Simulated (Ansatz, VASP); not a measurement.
**One calculation of Na2TlGaF6, two programs**

Contents of INCAR:

```
SYSTEM = Na2TlGaF6
ALGO = Normal ; EDIFF = 1E-6
EDIFFG = -0.005 ; ENCUT = 600
GGA = PS ; IBRION = 2
ISIF = 3 ; ISMEAR = 0
LASPH = .True. ; LCHARG = .False.
LREAL = .False. ; LWAVE = .False.
NELM = 100 ; NSW = 100
PREC = Accurate ; SIGMA = 0.02
```

The input KPOINTS:

```
k-points
0
Gamma
  6 6 6
  0 0 0
```

The input POSCAR:

```
Na2TlGaF6
1.0
    0.0000000000      4.4962200000      4.4962200000
    4.4962200000      0.0000000000      4.4962200000
    4.4962200000      4.4962200000      0.0000000000
Na Tl Ga F
2 1 1 6
Direct
    0.7500000000      0.7500000000      0.7500000000
    0.2500000000      0.2500000000      0.2500000000
    0.5000000000      0.5000000000      0.5000000000
    0.0000000000      0.0000000000      0.0000000000
    0.7865140000      0.2134860000      0.2134860000
    0.2134860000      0.2134860000      0.7865140000
    0.2134860000      0.7865140000      0.7865140000
    0.2134860000      0.7865140000      0.2134860000
    0.7865140000      0.2134860000      0.7865140000
    0.7865140000      0.7865140000      0.2134860000
```

Input for Ansatz:

```yaml
crystal:
  lattice:
    - [0.0, 4.49622, 4.49622]
    - [4.49622, 0.0, 4.49622]
    - [4.49622, 4.49622, 0.0]
  atoms:
    - { symbol: Na, position: [0.75, 0.75, 0.75] }
    - { symbol: Na, position: [0.25, 0.25, 0.25] }
    - { symbol: Tl, position: [0.5, 0.5, 0.5] }
    - { symbol: Ga, position: [0.0, 0.0, 0.0] }
    - { symbol: F, position: [0.786514, 0.213486, 0.213486] }
    - { symbol: F, position: [0.213486, 0.213486, 0.786514] }
    - { symbol: F, position: [0.213486, 0.786514, 0.786514] }
    - { symbol: F, position: [0.213486, 0.786514, 0.213486] }
    - { symbol: F, position: [0.786514, 0.213486, 0.786514] }
    - { symbol: F, position: [0.786514, 0.786514, 0.213486] }
basis:
  ecutwfc: 420
kpoints:
  mp_grid: { grid: [6, 6, 6] }
hamiltonian:
  xc: pbesol
scf:
  occupations: { method: gaussian, width: 0.02 }
output:
  forces: true
  stress: true
  eigenvalues: true
relax:
  adjacent_minimum: "off"
  f_tol: 0.005
  max_steps: 80
  cell: { stress_tol: 0.05 }
```

Alike in both runs: task relaxation of cell and atoms; functional PBEsol; k mesh 6 × 6 × 6; occupations gaussian, width 0.02 eV; no spin polarisation.

|  | VASP | Ansatz |
| --- | --- | --- |
| version | VASP 6.6.1 | Ansatz 0.2.0 |
| potentials or method | VASP PAW PBE potentials, release 64 (Na_pv, Tl_d, Ga_d, F), cutoff 600 eV | scalar-relativistic, plane waves, PAW |
| valence electrons in the cell | 82 | 86 |

Ansatz gave:

```
gap on the k mesh at the Fermi level, each at its own relaxed structure (eV) : 3.39
relaxed volume (Å³/atom)                                                     : 17.37
relaxed cell length with the largest relative difference (Å)                 : 6.262
```

Problem. What did VASP give for the same quantities?

Solution. gap on the k mesh at the Fermi level, each at its own relaxed structure (eV): 3.35; relaxed volume (Å³/atom): 17.28; relaxed cell length with the largest relative difference (Å): 6.252.

VASP's potentials were made for PBE, not for PBEsol. VASP's potentials hold 82 valence electrons a cell and Ansatz's 86, so a difference there can come from the potentials and not from the codes.

Spin-orbit coupling is off throughout.
